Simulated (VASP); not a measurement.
# Rb (Pm-3m) in VASP: single point with LDA

Aim: the single point of Rb with LDA.

Program: VASP 6.6.1. These are calculated values, not measurements. Logs are shortened: lines on timing, memory, paths and dates and some standing lists are left out, and cuts for length are marked.

### 1 The cell of the first run

The structure is cubic, space group Pm-3m (No. 221). The conventional cell has a = 3.223 Å, b = 3.223 Å, c = 3.223 Å, α = 90.00°, β = 90.00°, γ = 90.00°. Rb (site symmetry m-3m) has 6 Rb at 3.22 Å within 4.2 Å.

This isn't the form of Rb at room conditions, which is bcc.

### 2 Single point, LDA (33.48 Å³/atom)

Input file POSCAR:

```
Rb
1.0
    3.2231636923      0.0000000000      0.0000000000
    0.0000000000      3.2231636923      0.0000000000
    0.0000000000      0.0000000000      3.2231636923
Rb
1
Direct
    0.0000000000      0.0000000000      0.0000000000
```

Input file INCAR.step1:

```
PREC = Accurate
ENCUT = 520
EDIFF = 1E-7
ISMEAR = -1
SIGMA = 0.05
LREAL = F
LASPH = T
NELM = 80
ALGO = Normal
ISIF = 2
LWAVE = F
LCHARG = T
GGA = CA
NBANDS = 10
```

Input file KPOINTS.step1:

```
regular mesh
0
Gamma
  10 10 10
```

Input file INCAR.step2:

```
PREC = Accurate
ENCUT = 520
EDIFF = 1E-7
ISMEAR = -5
SIGMA = 0.05
LREAL = F
LASPH = T
NELM = 80
ALGO = Normal
ISIF = 2
LWAVE = F
LCHARG = F
GGA = CA
LORBIT = 10
NEDOS = 2001
ICHARG = 11
```

Input file KPOINTS.step2:

```
regular mesh
0
Gamma
  15 15 15
```

Potentials or basis: VASP PAW LDA potentials, release 64 (Rb_sv).

On the command line:

```sh
cat potpaw_LDA.64/Rb_sv/POTCAR > POTCAR
cp INCAR.step1 INCAR
cp KPOINTS.step1 KPOINTS
mpirun -np 1 vasp_std > vasp.out
cp INCAR.step2 INCAR
cp KPOINTS.step2 KPOINTS
mpirun -np 1 vasp_std > vasp.out
```

OUTCAR:

```text
PREC = Accurate
   ENCUT = 520
   EDIFF = 1E-7
   ISMEAR = -5
   LREAL = F
   LASPH = T
   NELM = 80
   ISIF = 2
   GGA = CA
   LORBIT = 10
   ICHARG = 11

 ion  position               nearest neighbor table
   1  0.000  0.000  0.000-

  LATTYP: Found a simple cubic cell.
 ALAT       =     3.2231636923

  Lattice vectors:

 A1 = (   3.2231636923,   0.0000000000,   0.0000000000)
 A2 = (   0.0000000000,   3.2231636923,   0.0000000000)
 A3 = (   0.0000000000,   0.0000000000,   3.2231636923)

Analysis of symmetry for initial positions (statically):
=====================================================================
 Subroutine PRICEL returns:
 Original cell was already a primitive cell.

 Routine SETGRP: Setting up the symmetry group for a
 simple cubic supercell.

 Subroutine GETGRP returns: Found 48 space group operations
 (whereof 48 operations were pure point group operations)
 out of a pool of 48 trial point group operations.

The static configuration has the point symmetry O_h .

Analysis of symmetry for dynamics (positions and initial velocities):
=====================================================================
 Subroutine PRICEL returns:
 Original cell was already a primitive cell.

 Routine SETGRP: Setting up the symmetry group for a
 simple cubic supercell.

 Subroutine GETGRP returns: Found 48 space group operations
 (whereof 48 operations were pure point group operations)
 out of a pool of 48 trial point group operations.

The dynamic configuration has the point symmetry O_h .

 Subroutine INISYM returns: Found 48 space group operations
 (whereof 48 operations are pure point group operations),
 and found     1 'primitive' translations

----------------------------------------------------------------------------------------

                                     Primitive cell

  volume of cell :      33.4848

  direct lattice vectors                    reciprocal lattice vectors
     3.223163692  0.000000000  0.000000000     0.310254177  0.000000000  0.000000000
     0.000000000  3.223163692  0.000000000     0.000000000  0.310254177  0.000000000
     0.000000000  0.000000000  3.223163692     0.000000000  0.000000000  0.310254177

  length of vectors
     3.223163692  3.223163692  3.223163692     0.310254177  0.310254177  0.310254177

  position of ions in fractional coordinates (direct lattice)
     0.000000000  0.000000000  0.000000000

  ion indices of the primitive-cell ions
   primitive index   ion index
                 1           1

----------------------------------------------------------------------------------------

 KPOINTS: regular mesh

Automatic generation of k-mesh.
 Grid dimensions read from file:
 generate k-points for:   15   15   15

 Generating k-lattice:

  Cartesian coordinates                     Fractional coordinates (reciprocal lattice)
     0.020683612  0.000000000  0.000000000     0.066666667  0.000000000  0.000000000
     0.000000000  0.020683612  0.000000000     0.000000000  0.066666667  0.000000000
     0.000000000  0.000000000  0.020683612     0.000000000  0.000000000  0.066666667

  Length of vectors
     0.020683612  0.020683612  0.020683612

  Shift w.r.t. Gamma in fractional coordinates (k-lattice)
     0.000000000  0.000000000  0.000000000

 TETIRR: Found   1667 inequivalent tetrahedra from    20250

 Subroutine IBZKPT returns following result:
 ===========================================

 Found    120 irreducible k-points:

 Following reciprocal coordinates:
            Coordinates               Weight
  0.000000  0.000000  0.000000      1.000000
  0.066667  0.000000  0.000000      6.000000
  0.133333  0.000000  0.000000      6.000000
  0.200000  0.000000  0.000000      6.000000
  0.266667  0.000000  0.000000      6.000000
  0.333333  0.000000  0.000000      6.000000
[... 16 lines left out ...]
  0.266667  0.200000  0.000000     24.000000
  0.333333  0.200000  0.000000     24.000000
 [... further k-points ...]
   k-points           NKPTS =    120   k-points in BZ     NKDIM =    120   number of bands    NBANDS=      8
   number of dos      NEDOS =   2001   number of ions     NIONS =      1
   total plane-waves  NPLWV =  13824
   dimension x,y,z NGX =    24 NGY =   24 NGZ =   24
   dimension x,y,z NGXF=    48 NGYF=   48 NGZF=   48
   ions per type =               1
   NGX,Y,Z   is equivalent  to a cutoff of  12.38, 12.38, 12.38 a.u.
   NGXF,Y,Z  is equivalent  to a cutoff of  24.76, 24.76, 24.76 a.u.
 SYSTEM =  unknown system
   PREC   = accura    normal or accurate (medium, high low for compatibility)
   ISTART =      0    job   : 0-new  1-cont  2-samecut
   ICHARG =     11    charge: 1-file 2-atom 10-const
   ISPIN  =      1    spin polarized calculation?
   LNONCOLLINEAR =      F non collinear calculations
   LSORBIT =      F    spin-orbit coupling
   LASPH  =      T    aspherical Exc in radial PAW
   ENCUT  =  520.0 eV  38.22 Ry    6.18 a.u.   5.99  5.99  5.99*2*pi/ulx,y,z
   NELM   =     80;   NELMIN=  2; NELMDL=  0     # of ELM steps
   EDIFF  = 0.1E-06   stopping-criterion for ELM
   LREAL  =      F    real-space projection
   EDIFFG = 0.1E-05   stopping-criterion for IOM
   NSW    =      0    number of steps for IOM
   IBRION =     -1    ionic relax: 0-MD 1-quasi-New 2-CG
   NFREE  =      0    steps in history (QN), initial steepest desc. (CG)
   ISIF   =      2    stress and relaxation
   ISYM   =      2    0-nonsym 1-usesym 2-fastsym
   POTIM  = 0.5000    time-step for ionic-motion
   TEBEG  =    0.0;   TEEND  =   0.0 temperature during run
   PSTRESS=    0.0 pullay stress
   NELECT =       9.0000    total number of electrons
   NUPDOWN=      -1.0000    fix difference up-down
   EMIN   =  10.00;   EMAX   =-10.00  energy-range for DOS
   EFERMI =   0.00;   METHOD = LEGACY
   ISMEAR =    -5;   SIGMA  =   0.05  broadening in eV -4-tet -1-fermi 0-gaus
   EFERMI_NEDOS =   21; number of points for ismear=-14 and -15
   IALGO  =     38    algorithm
   IMIX   =      4    mixing-type and parameters
     AMIX     =   0.40;   BMIX     =  1.00
     AMIX_MAG =   1.60;   BMIX_MAG =  1.00
  volume/ion in A,a.u.               =      33.48       225.97
  Fermi-wavevector in a.u.,A,eV,Ry     =   1.056509  1.996513 15.186984  1.116212
  Thomas-Fermi vector in A             =   2.191748
   LORBIT       =     10    0 simple, 1 ext, 2 COOP (PROOUT), +10 PAW based schemes
   GGA     = CA    functional components
   LHFCALC =     F    Hartree Fock is set to
   AEXX    =    0.0000 exact exchange contribution
   IVDW    =     0    specifies the selected vdW correction
   LEPSILON=     F    determine dielectric tensor
   LRPA    =     F    only Hartree local field effects (RPA)
 non-spin polarized calculation
 Fermi weights with tetrahedron method with Bloechl corrections
  energy-cutoff  :      520.00
  volume of cell :       33.48
 maximum number of plane-waves:       922
 NGX is ok and might be reduce to    24

 number of electron       9.0000000 magnetization

 Free energy of the ion-electron system (eV)
  ---------------------------------------------------
  ext. energy  EPLUGINS =         0.00000000
  ---------------------------------------------------
  free energy    TOTEN  =        -0.10236192 eV

  energy without entropy =       -0.10236192  energy(sigma->0) =       -0.10236192

 E-fermi :   3.2258     XC(G=0):  -8.9150

 val. band max:        3.2296933087   @ k =   0.3333   0.2667   0.0000
 cond. band min:       3.2317788206   @ k =   0.2667   0.2000   0.2000
 fundamental gap:      0.0020855119
 Fermi energy:         3.2258177967

 k-point     1 :       0.0000    0.0000    0.0000
  band No.  band energies     occupation
      1     -26.2049      2.00000
      2      -9.2621      2.00000
      3      -9.2621      2.00000
      4      -9.2621      2.00000
      5       0.4514      2.00000
      6       4.8251      0.00000
      7       4.8251      0.00000
      8      13.2840      0.00000

 k-point     2 :       0.0667    0.0000    0.0000
  band No.  band energies     occupation
      1     -26.1936      2.00000
      2      -9.3790      2.00000
      3      -9.2527      2.00000
      4      -9.2527      2.00000
      5       0.5757      2.00000
      6       4.8651      0.00000
      7       4.9605      0.00000
      8      12.7562      0.00000

 k-point     3 :       0.1333    0.0000    0.0000
  band No.  band energies     occupation
      1     -26.1615      2.00000
      2      -9.6932      2.00000
      3      -9.2258      2.00000
      4      -9.2258      2.00000
      5       0.9135      2.00000
      6       4.9820      0.00000
      7       5.3351      0.00000
      8      11.8328      0.00000

 k-point     4 :       0.2000    0.0000    0.0000
  band No.  band energies     occupation
      1     -26.1134      2.00000
      2     -10.1202      2.00000
      3      -9.1857      2.00000
      4      -9.1857      2.00000
      5       1.3916      2.00000
      6       5.1655      0.00000
      7       5.8274      0.00000
      8      10.9270      0.00000

 k-point     5 :       0.2667    0.0000    0.0000
  band No.  band energies     occupation
      1     -26.0571      2.00000
      2     -10.5692      2.00000
      3      -9.1390      2.00000
      4      -9.1390      2.00000
      5       1.9498      2.00000
      6       5.3962      0.00000
      7       6.1888      0.00000
      8      10.1419      0.00000
[... 177 lines left out ...]
 k-point    22 :       0.2000    0.2000    0.0000
  band No.  band energies     occupation
      1     -26.0235      2.00000
      2     -10.0763      2.00000
      3      -9.9498      2.00000
      4      -9.1115      2.00000
      5       2.2326      2.00000
      6       5.6371      0.00000
      7       6.5957      0.00000
      8       8.8474      0.00000

 k-point    23 :       0.2667    0.2000    0.0000
  band No.  band energies     occupation
      1     -25.9683      2.00000
      2     -10.4574      2.00000
      3      -9.9396      2.00000
      4      -9.0662      2.00000
      5       2.6898      2.03696
      6       5.6306      0.00000
      7       6.9759      0.00000
      8       8.5930      0.00000

 k-point    24 :       0.3333    0.2000    0.0000
  band No.  band energies     occupation
      1     -25.9146      2.00000
      2     -10.8401      2.00000
      3      -9.8805      2.00000
      4      -9.0223      2.00000
      5       3.1477      1.53913
      6       5.4313      0.00000
      7       7.0586      0.00000
      8       8.7907      0.00000

 [... further k-points ...]

------------------------ aborting loop because EDIFF is reached ----------------------------------------

  FORCE on cell =-STRESS in cart. coord.  units (eV):
  Direction    XX          YY          ZZ          XY          YZ          ZX
  --------------------------------------------------------------------------------------
  -------------------------------------------------------------------------------------
  Total        1.9010108      1.9010108      1.9010108     -0.0000000     -0.0000000      0.0000000
  in kB       90.9595047     90.9595047     90.9595047     -0.0000000     -0.0000000      0.0000000
  external PRESSURE =      90.9595047 kB  Pullay stress =       0.0000000 kB

 VOLUME and BASIS-vectors are now :
 -----------------------------------------------------------------------------
  energy-cutoff  :      520.00
  volume of cell :       33.48
      direct lattice vectors                 reciprocal lattice vectors
     3.223163692  0.000000000  0.000000000     0.310254177  0.000000000  0.000000000
     0.000000000  3.223163692  0.000000000     0.000000000  0.310254177  0.000000000
     0.000000000  0.000000000  3.223163692     0.000000000  0.000000000  0.310254177

 POSITION                                       TOTAL-FORCE (eV/Angst)
 -----------------------------------------------------------------------------------
      0.00000      0.00000      0.00000         0.000000      0.000000      0.000000
 -----------------------------------------------------------------------------------
    total drift:                                0.000000     -0.000000     -0.000000

  FREE ENERGIE OF THE ION-ELECTRON SYSTEM (eV)
  ---------------------------------------------------
  free  energy   TOTEN  =        -0.1023619177 eV

  energy  without entropy=       -0.1023619177  energy(sigma->0) =       -0.10236192

 total charge

# of ion       s       p       d       tot
------------------------------------------
    1        1.984   5.273   0.108   7.365
```

Run time: 7.6 s. Hardware: 1 thread of Intel Xeon 6975P-C (Granite Rapids), shared host; peak memory 0.14 GiB.

Results:

```
Valence electrons inside the program's atomic spheres : Rb 7.37
```

Levels at points of the mesh, in eV from the Fermi level:
| k point | band 2 | band 3 | band 4 | band 5 | band 6 | band 7 | band 8 |
| --- | --- | --- | --- | --- | --- | --- | --- |
| (0.00, 0.00, 0.00) | -12.49 | -12.49 | -12.49 | -2.77 | 1.60 | 1.60 | 10.06 |
